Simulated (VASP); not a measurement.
# F2 in VASP: single point with PBEsol

Aim: the single point of F2 with PBEsol.

All numbers are computed with VASP 6.6.1; they aren't measurements. Logs are shortened: lines on timing, memory, paths and dates and some standing lists are left out, and cuts for length are marked.

### 1 The cell of the first run

The cell holds a molecule in a box, 2 atoms: a = 9.000 Å, b = 9.500 Å, c = 10.000 Å, α = 90.00°, β = 90.00°, γ = 90.00°.

### 2 Single point, PBEsol

INCAR

```
PREC     = Accurate       # precision mode
ENCUT    = 520            # plane-wave cutoff, eV
EDIFF    = 1E-6           # SCF threshold, eV
ISMEAR   = 0              # smearing method
SIGMA    = 0.05           # smearing width, eV
LREAL    = F              # projectors in reciprocal space
LASPH    = T              # aspherical terms in the spheres
NELM     = 80             # most SCF steps
ALGO     = Normal         # electronic algorithm
ISIF     = 2              # what is computed and relaxed
LWAVE    = F              # write WAVECAR
LCHARG   = F              # write CHGCAR
GGA      = PS             # functional
NBANDS   = 14             # bands
```

KPOINTS

```
regular mesh
0
Gamma
  1 1 1
```

POSCAR

```
F
1.0
    9.0000000000      0.0000000000      0.0000000000
    0.0000000000      9.5000000000      0.0000000000
    0.0000000000      0.0000000000     10.0000000000
F
2
Direct
    0.5000000000      0.5000000000      0.4301114142
    0.5000000000      0.5000000000      0.5698885858
```

Potentials or basis: VASP PAW PBE potentials, release 64 (F).

Run with:

```
> cat potpaw_PBE.64/F/POTCAR > POTCAR
> mpirun -np 1 vasp_gam > vasp.out
```

OUTCAR:

```text
PREC = Accurate
   ENCUT = 520
   EDIFF = 1E-6
   ISMEAR = 0
   LREAL = F
   LASPH = T
   NELM = 80
   ISIF = 2
   GGA = PS

 ion  position               nearest neighbor table
   1  0.500  0.500  0.430-   2 1.40
   2  0.500  0.500  0.570-   1 1.40

  LATTYP: Found a simple orthorhombic cell.
 ALAT       =     9.0000000000
 B/A-ratio  =     1.0555555556
 C/A-ratio  =     1.1111111111

  Lattice vectors:

 A1 = (   9.0000000000,   0.0000000000,   0.0000000000)
 A2 = (   0.0000000000,   9.5000000000,   0.0000000000)
 A3 = (   0.0000000000,   0.0000000000,  10.0000000000)

Analysis of symmetry for initial positions (statically):
=====================================================================
 Subroutine PRICEL returns:
 Original cell was already a primitive cell.

 Routine SETGRP: Setting up the symmetry group for a
 simple orthorhombic supercell.

 Subroutine GETGRP returns: Found  8 space group operations
 (whereof  8 operations were pure point group operations)
 out of a pool of  8 trial point group operations.

The static configuration has the point symmetry D_2h.

Analysis of symmetry for dynamics (positions and initial velocities):
=====================================================================
 Subroutine PRICEL returns:
 Original cell was already a primitive cell.

 Routine SETGRP: Setting up the symmetry group for a
 simple orthorhombic supercell.

 Subroutine GETGRP returns: Found  8 space group operations
 (whereof  8 operations were pure point group operations)
 out of a pool of  8 trial point group operations.

The dynamic configuration has the point symmetry D_2h.

 Subroutine INISYM returns: Found  8 space group operations
 (whereof  8 operations are pure point group operations),
 and found     1 'primitive' translations

----------------------------------------------------------------------------------------

                                     Primitive cell

  volume of cell :     855.0000

  direct lattice vectors                    reciprocal lattice vectors
     9.000000000  0.000000000  0.000000000     0.111111111  0.000000000  0.000000000
     0.000000000  9.500000000  0.000000000     0.000000000  0.105263158  0.000000000
     0.000000000  0.000000000 10.000000000     0.000000000  0.000000000  0.100000000

  length of vectors
     9.000000000  9.500000000 10.000000000     0.111111111  0.105263158  0.100000000

  position of ions in fractional coordinates (direct lattice)
     0.500000000  0.500000000  0.430111414
     0.500000000  0.500000000  0.569888586

  ion indices of the primitive-cell ions
   primitive index   ion index
                 1           1
                 2           2

----------------------------------------------------------------------------------------

 KPOINTS: regular mesh

Automatic generation of k-mesh.
 Grid dimensions read from file:
 generate k-points for:    1    1    1

 Generating k-lattice:

  Cartesian coordinates                     Fractional coordinates (reciprocal lattice)
     0.111111111  0.000000000  0.000000000     1.000000000  0.000000000  0.000000000
     0.000000000  0.105263158  0.000000000     0.000000000  1.000000000  0.000000000
     0.000000000  0.000000000  0.100000000     0.000000000  0.000000000  1.000000000

  Length of vectors
     0.111111111  0.105263158  0.100000000

  Shift w.r.t. Gamma in fractional coordinates (k-lattice)
     0.000000000  0.000000000  0.000000000

 Subroutine IBZKPT returns following result:
 ===========================================

 Found      1 irreducible k-points:

 Following reciprocal coordinates:
            Coordinates               Weight
  0.000000  0.000000  0.000000      1.000000
   k-points           NKPTS =      1   k-points in BZ     NKDIM =      1   number of bands    NBANDS=     14
   number of dos      NEDOS =    301   number of ions     NIONS =      2
   total plane-waves  NPLWV = 403200
   dimension x,y,z NGX =    70 NGY =   72 NGZ =   80
   dimension x,y,z NGXF=   140 NGYF=  144 NGZF=  160
   ions per type =               2
   NGX,Y,Z   is equivalent  to a cutoff of  12.93, 12.60, 13.30 a.u.
   NGXF,Y,Z  is equivalent  to a cutoff of  25.86, 25.20, 26.60 a.u.
 SYSTEM =  unknown system
   PREC   = accura    normal or accurate (medium, high low for compatibility)
   ISTART =      0    job   : 0-new  1-cont  2-samecut
   ICHARG =      2    charge: 1-file 2-atom 10-const
   ISPIN  =      1    spin polarized calculation?
   LNONCOLLINEAR =      F non collinear calculations
   LSORBIT =      F    spin-orbit coupling
   LASPH  =      T    aspherical Exc in radial PAW
   ENCUT  =  520.0 eV  38.22 Ry    6.18 a.u.  16.73 17.66 18.59*2*pi/ulx,y,z
   NELM   =     80;   NELMIN=  2; NELMDL= -5     # of ELM steps
   EDIFF  = 0.1E-05   stopping-criterion for ELM
   LREAL  =      F    real-space projection
   EDIFFG = 0.1E-04   stopping-criterion for IOM
   NSW    =      0    number of steps for IOM
   IBRION =     -1    ionic relax: 0-MD 1-quasi-New 2-CG
   NFREE  =      0    steps in history (QN), initial steepest desc. (CG)
   ISIF   =      2    stress and relaxation
   ISYM   =      2    0-nonsym 1-usesym 2-fastsym
   POTIM  = 0.5000    time-step for ionic-motion
   TEBEG  =    0.0;   TEEND  =   0.0 temperature during run
   PSTRESS=    0.0 pullay stress
   NELECT =      14.0000    total number of electrons
   NUPDOWN=      -1.0000    fix difference up-down
   EMIN   =  10.00;   EMAX   =-10.00  energy-range for DOS
   EFERMI =   0.00;   METHOD = LEGACY
   ISMEAR =     0;   SIGMA  =   0.05  broadening in eV -4-tet -1-fermi 0-gaus
   EFERMI_NEDOS =   21; number of points for ismear=-14 and -15
   IALGO  =     38    algorithm
   IMIX   =      4    mixing-type and parameters
     AMIX     =   0.40;   BMIX     =  1.00
     AMIX_MAG =   1.60;   BMIX_MAG =  1.00
  volume/ion in A,a.u.               =     427.50      2884.91
  Fermi-wavevector in a.u.,A,eV,Ry     =   0.415715  0.785587  2.351342  0.172819
  Thomas-Fermi vector in A             =   1.374838
   LORBIT       =      0    0 simple, 1 ext, 2 COOP (PROOUT), +10 PAW based schemes
   GGA     = PS    functional components
   LHFCALC =     F    Hartree Fock is set to
   AEXX    =    0.0000 exact exchange contribution
   IVDW    =     0    specifies the selected vdW correction
   LEPSILON=     F    determine dielectric tensor
   LRPA    =     F    only Hartree local field effects (RPA)
 non-spin polarized calculation
 Gauss-broadening in eV      SIGMA  =   0.05
  energy-cutoff  :      520.00
  volume of cell :      855.00
 maximum number of plane-waves:     11510
 NGX is ok and might be reduce to    70
   NGX = 33   NGY = 35   NGZ = 37

 number of electron      13.9999997 magnetization

 Free energy of the ion-electron system (eV)
  ---------------------------------------------------
  ext. energy  EPLUGINS =         0.00000000
  ---------------------------------------------------
  free energy    TOTEN  =        -3.86404962 eV

  energy without entropy =       -3.86404962  energy(sigma->0) =       -3.86404962

 E-fermi :  -8.9107     XC(G=0):  -0.6017

 val. band max:       -9.1738207716   @ k =   0.0000   0.0000   0.0000
 cond. band min:      -5.5120395094   @ k =   0.0000   0.0000   0.0000
 fundamental gap:      3.6617812622
 Fermi energy:        -8.9107423647

 k-point     1 :       0.0000    0.0000    0.0000
  band No.  band energies     occupation
      1     -34.0211      2.00000
      2     -27.2949      2.00000
      3     -15.3507      2.00000
      4     -12.7343      2.00000
      5     -12.7343      2.00000
      6      -9.1738      2.00000
      7      -9.1738      2.00000
      8      -5.5120      0.00000
      9      -0.2632      0.00000
     10       1.2301      0.00000
     11       1.2856      0.00000
     12       1.3872      0.00000
     13       1.5389      0.00000
     14       1.5565      0.00000

------------------------ aborting loop because EDIFF is reached ----------------------------------------

  FORCE on cell =-STRESS in cart. coord.  units (eV):
  Direction    XX          YY          ZZ          XY          YZ          ZX
  --------------------------------------------------------------------------------------
  -------------------------------------------------------------------------------------
  Total       -0.1222878     -0.1207614      0.5327170     -0.0000000      0.0000000      0.0000000
  in kB       -0.2291541     -0.2262938      0.9982539     -0.0000000      0.0000000      0.0000000
  external PRESSURE =       0.1809353 kB  Pullay stress =       0.0000000 kB

 VOLUME and BASIS-vectors are now :
 -----------------------------------------------------------------------------
  energy-cutoff  :      520.00
  volume of cell :      855.00
      direct lattice vectors                 reciprocal lattice vectors
     9.000000000  0.000000000  0.000000000     0.111111111  0.000000000  0.000000000
     0.000000000  9.500000000  0.000000000     0.000000000  0.105263158  0.000000000
     0.000000000  0.000000000 10.000000000     0.000000000  0.000000000  0.100000000

 POSITION                                       TOTAL-FORCE (eV/Angst)
 -----------------------------------------------------------------------------------
      4.50000      4.75000      4.30111         0.000000      0.000000     -0.452536
      4.50000      4.75000      5.69889         0.000000      0.000000      0.452536
 -----------------------------------------------------------------------------------
    total drift:                                0.000000      0.000000      0.000000

  FREE ENERGIE OF THE ION-ELECTRON SYSTEM (eV)
  ---------------------------------------------------
  free  energy   TOTEN  =        -3.8640496202 eV

  energy  without entropy=       -3.8640496202  energy(sigma->0) =       -3.86404962
```

Wall time 54 s (1 thread of Intel Xeon Platinum 8488C (Sapphire Rapids), shared host); peak memory 0.75 GiB.

Results:

```
Free energy                     : -3.8640 eV
Largest force                   : 0.453 eV/Å
Gap between the frontier levels : 3.66 eV
```

Forces on the atoms (eV/Å):
```
F    0.000  0.000 -0.453
F    0.000  0.000  0.453
```

Caveat: the PAW data sets were made with another functional, which shifts forces and pressure a little.
